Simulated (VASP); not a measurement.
A run of VASP 6.6.1:

The input INCAR:

```
PREC = Accurate
ENCUT = 520
EDIFF = 1E-7
ISMEAR = 0
SIGMA = 0.15
LREAL = F
LASPH = T
NELM = 80
ALGO = Fast
ISIF = 2
LWAVE = F
LCHARG = F
NBANDS = 12
```

The input KPOINTS:

```
Automatic mesh
0
Gamma
  22 22 22
```

The input POSCAR:

```
Cu
1.0
   -1.4095500000      1.4095500000      1.2740500000
    1.4095500000     -1.4095500000      1.2740500000
    1.4095500000      1.4095500000     -1.2740500000
Cu
1
Direct
    0.0000000000      0.0000000000      0.0000000000
```

Potentials or basis: VASP PAW LDA potentials, release 64 (Cu).

The run is started by

```bash
$ cat potpaw_LDA.64/Cu/POTCAR > POTCAR
$ mpirun -np 1 vasp_std > vasp.out
```

Hardware: 1 thread of Intel(R) Xeon(R) Platinum 8275CL CPU @ 3.00GHz (Skylake/Cascade Lake), on a shared host.

Task: How long does it take, and how much memory?

Result: It took 89 s on 1 thread of Intel(R) Xeon(R) Platinum 8275CL CPU @ 3.00GHz (Skylake/Cascade Lake), on a shared host, peak memory 0.21 GiB. Counts: scf iterations 16, k points 834.
